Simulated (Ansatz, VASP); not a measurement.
One calculation of Si2PRh2, two programs

```
CELL_PARAMETERS angstrom
0.00000 3.91306 0.00000
3.91306 0.00000 0.00000
1.95653 1.95653 -4.80216
ATOMIC_POSITIONS crystal
Si 0.36200 0.36200 0.27600
Si 0.63800 0.63800 0.72400
P 0.00000 0.00000 0.00000
Rh 0.75000 0.25000 0.50000
Rh 0.25000 0.75000 0.50000
```

Alike in both runs: task single point; functional PBE; k mesh 6 × 6 × 6; occupations gaussian, width 0.0164 eV; non-collinear spin, spin-orbit coupling.

|  | VASP | Ansatz |
| --- | --- | --- |
| version | VASP 6.6.1 | Ansatz 0.2.0 |
| potentials or method | VASP PAW PBE potentials, release 64 (Si, P, Rh_pv), cutoff 520 eV | PAW plane waves |
| valence electrons in the cell | 43 | 47 |

Ansatz gave:

| Item | Value |
| --- | --- |
| pressure (GPa) | 21.3 |
| traceless stress, the component that is largest in VASP (GPa) | -14.30 |
| rms of the force components (eV/Å) | 1.707 |

**Question.** What did VASP give for the same quantities?

**Answer.** Pressure (GPa): 21.5; traceless stress, the component that is largest in VASP (GPa): -14.42; rms of the force components (eV/Å): 1.721.

Atom by atom the forces differ by 0.013 eV/Å (rms over components). VASP's potentials hold 43 valence electrons a cell and Ansatz's 47, so a difference there can come from the potentials and not from the codes. Ansatz's warnings: structure snapped to symmetry.
